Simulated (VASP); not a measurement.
Write the native input for VASP 6.6.1 that does the following.

| Quantity | Value |
| --- | --- |
| Task | single point |
| Functional | PBE |
| Potentials or basis | VASP PAW PBE potentials, release 64 (Sr_sv, Pb_d, W_sv, C) |
| Cutoff | 520 eV |
| k mesh | 4 × 4 × 2 |
| Occupations | gaussian, width 0.2 eV |
| Spin | no spin polarisation |
| Dipole correction | no |
| Further INCAR settings | ALGO = Normal; EDIFF = 1e-07; NBANDS = 52 |

The structure of Sr2Pb3WC2 lies in POSCAR:

```
Sr2Pb3WC2
1.0
    3.5411535009      0.0000000000      0.0000000000
    0.0000000000      3.5411535009      0.0000000000
    0.0000000000      0.0000000000     17.0016201934
Sr Pb W C
2 3 1 2
Direct
    0.0000000000      0.5000000000      0.1508701798
    0.5000000000      0.0000000000      0.8491298202
    0.5000000000      0.5000000000      0.6674625561
    0.0000000000      0.0000000000      0.5000000000
    0.5000000000      0.5000000000      0.3325374439
    0.0000000000      0.0000000000      0.0000000000
    0.0000000000      0.5000000000      0.5838200310
    0.5000000000      0.0000000000      0.4161799690
```

The cell was generated, and may not be a known phase.

These files were run (other wordings do the same):

INCAR

```
SYSTEM = Sr2Pb3WC2
PREC = Accurate ; ENCUT = 520
EDIFF = 1E-7 ; ISMEAR = 0
SIGMA = 0.2 ; LREAL = .False.
LASPH = .True. ; NELM = 60
ALGO = Normal ; ISIF = 2
LWAVE = .False. ; LCHARG = .False.
GGA = PE ; NBANDS = 52
```

KPOINTS

```
regular mesh
0
Gamma
  4 4 2
  0 0 0
```

Potentials or basis: VASP PAW PBE potentials, release 64 (Sr_sv, Pb_d, W_sv, C).

Run with:

```console
$ cat potpaw_PBE.64/Sr_sv/POTCAR potpaw_PBE.64/Pb_d/POTCAR potpaw_PBE.64/W_sv/POTCAR potpaw_PBE.64/C/POTCAR > POTCAR
$ mpirun -np 1 vasp_std > vasp.out
```

Results of the run:

* Pressure: 0.5 GPa
* Largest force: 0.042 eV/Å
* Band gap on the k mesh: zero (bands 42 and 43 overlap by 1.54 eV)

Caveat: the k points lie up to 0.44 Å⁻¹ apart, too coarse for converged energies and pressures of a metal; spin-orbit coupling is left out, which moves the levels of the heavy elements.

It took 3 min on 1 thread of Intel(R) Xeon(R) Platinum 8488C (Sapphire Rapids) (shared host), peak memory 0.38 GiB.
